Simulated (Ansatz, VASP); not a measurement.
# SiC in VASP and in Ansatz

File POSCAR:

```
SiC
1.0
    0.0000000000      2.1337122441      2.1337122441
    2.1337122441      0.0000000000      2.1337122441
    2.1337122441      2.1337122441      0.0000000000
Si C
1 1
Direct
    0.0000000000      0.0000000000      0.0000000000
    0.2500000000      0.2500000000      0.2500000000
```

File INCAR.step1:

```
PREC = Accurate ; ENCUT = 520
ISMEAR = 0 ; SIGMA = 0.02
LREAL = F ; LASPH = T
NELM = 60 ; NBANDS = 11
GGA = PE ; ALGO = Normal
EDIFF = 1E-4 ; LWAVE = T
LCHARG = F
```

The input INCAR.step2:

```
PREC = Accurate ; ENCUT = 520
EDIFF = 1E-7 ; ISMEAR = 0
SIGMA = 0.02 ; LREAL = F
LASPH = T ; NELM = 60
ALGO = Normal ; ISIF = 2
LWAVE = F ; LCHARG = F
METAGGA = R2SCAN ; LMIXTAU = T
NBANDS = 11 ; ISTART = 1
```

The input KPOINTS:

```
Automatic mesh
0
Gamma
  10 10 10
```

Input for Ansatz:

```yaml
crystal:
  lattice:
    - [0.0, 2.1337122441, 2.1337122441]
    - [2.1337122441, 0.0, 2.1337122441]
    - [2.1337122441, 2.1337122441, 0.0]
  atoms:
    - { symbol: Si, position: [0.0, 0.0, 0.0] }
    - { symbol: C, position: [0.25, 0.25, 0.25] }
basis:
  ecutwfc: 500
kpoints:
  mp_grid: { grid: [10, 10, 10] }
hamiltonian:
  xc: r2scan
scf:
  occupations: { method: gaussian, width: 0.02 }
output:
  forces: true
  stress: true
  eigenvalues: true
```

Alike in both runs: task single point; functional r2SCAN; k mesh 10 × 10 × 10; occupations gaussian, width 0.02 eV; no spin polarisation.

|  | VASP | Ansatz |
| --- | --- | --- |
| version | VASP 6.6.1 | Ansatz 0.2.0 |
| potentials or method | VASP PAW PBE potentials, release 64 (Si, C), cutoff 520 eV | scalar-relativistic, plane waves, PAW |
| valence electrons in the cell | 8 | 8 |

Ansatz gave:

```
gap on the k mesh at the Fermi level (eV) : 1.67
least direct gap on the mesh (eV)         : 5.12
pressure (GPa)                            : 15.8
```

Problem. Estimate VASP's values.

Solution. gap on the k mesh at the Fermi level (eV): 1.68; least direct gap on the mesh (eV): 5.14; pressure (GPa): 15.6.

VASP's potentials were made for PBE, not for r2SCAN. With one functional, cell and mesh, what is left measures potentials, basis and numerics.
